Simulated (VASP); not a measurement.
CoO: relaxation of cell and atoms with PBEsol+D3(BJ)

Crystal: CoO.

```
CELL_PARAMETERS angstrom
1.60222 0.92504 2.56647
-1.60222 0.92504 2.56647
0.00000 -1.85008 2.56647
ATOMIC_POSITIONS crystal
Co 0.99898 0.99898 0.99898
O 0.75102 0.75102 0.75102
```

- Program: VASP 6.6.1
- Task: relaxation of cell and atoms
- Functional: PBEsol
- Dispersion: D3(BJ)
- Potentials or basis: VASP PAW PBE potentials, release 64 (Co, O)
- Cutoff: 600 eV
- k mesh: 7 × 7 × 7
- Occupations: fermi-dirac, width 0.05 eV
- Spin: collinear spin, ferromagnetic start
- Starting moments: [2.0, 0.0] μB
- Dipole correction: no
- Further INCAR settings: ALGO = Normal; EDIFF = 1e-06; IBRION = 2; EDIFFG = -0.005; NSW = 80; ISIF = 3

- Relaxed volume: 10.14 Å³/atom
- Relaxed cell: a = 3.060 Å, b = 3.060 Å, c = 3.060 Å, α = 60.05°, β = 60.05°, γ = 60.05°
- Space group after relaxing (to 0.05 Å): F-43m (No. 216)
- Energy gained by relaxing: 52.7 meV/atom
- Ionic steps: 7
- Pressure after relaxing: 0.0 GPa
- Largest force after relaxing: 0.005 eV/Å
- Net moment: 1.91 μB per cell
- Site moments: Co +1.68; O +0.18 μB
- Valence electrons inside the program's atomic spheres: Co 8.29; O 5.00
- Dispersion energy per atom: -0.206 eV

Forces in eV/Å, atoms in the order of the input:
```
Co   0.000  0.000 -0.005
O    0.000  0.000  0.005
```

The path:
| step | energy change (eV) | largest force (eV/Å) | pressure (GPa) | volume (Å³) |
| --- | --- | --- | --- | --- |
| 1 | 0.0000 | 0.2318 | -11.09 | 22.82 |
| 2 | -0.1053 | 0.0410 | -0.14 | 20.31 |
| 3 | -0.1053 | 0.0421 | -0.26 | 20.31 |
| 4 | -0.1054 | 0.0140 | 0.02 | 20.28 |
| 5 | -0.1054 | 0.0044 | -0.01 | 20.29 |
| 6 | -0.1054 | 0.0035 | 0.05 | 20.29 |
| 7 | -0.1054 | 0.0049 | 0.04 | 20.28 |

Final structure:
```
Co O
1.0
     1.53106    0.88396    2.49753
    -1.53106    0.88396    2.49753
     0.00000   -1.76792    2.49753
Co O
1 1
Direct
  0.00012 0.00012 0.00012
  0.74987 0.74987 0.74987
```

Levels at points of the mesh, in eV from the Fermi level:
Spin up:
```tsv
k point	band 5	band 6	band 7	band 8	band 9	band 10	band 11	band 12
(0.00, 0.00, 0.00)	-2.01	-2.01	0.38	0.88	0.88	0.88	15.08	15.08
```
Spin down:
```tsv
k point	band 5	band 6	band 7	band 8	band 9	band 10
(0.00, 0.00, 0.00)	-0.80	-0.80	0.66	2.52	2.53	2.53
```

It used 110 s of CPU time on 1 thread of AMD EPYC 7R13 Processor (Zen 3), on a shared host.

Caveat: the PAW data sets were made with another functional, which shifts forces and pressure a little; a cell with one magnetic atom can't hold antiferromagnetic order, which such compounds often take; semilocal functionals often make such compounds metallic where correlation or magnetic order opens a gap, which also shifts bond lengths; pairwise dispersion overbinds metals, which lowers pressure and volume. With open d or f shells a metallic result of PBEsol can be an artefact of self-interaction; +U or a hybrid may open a gap.
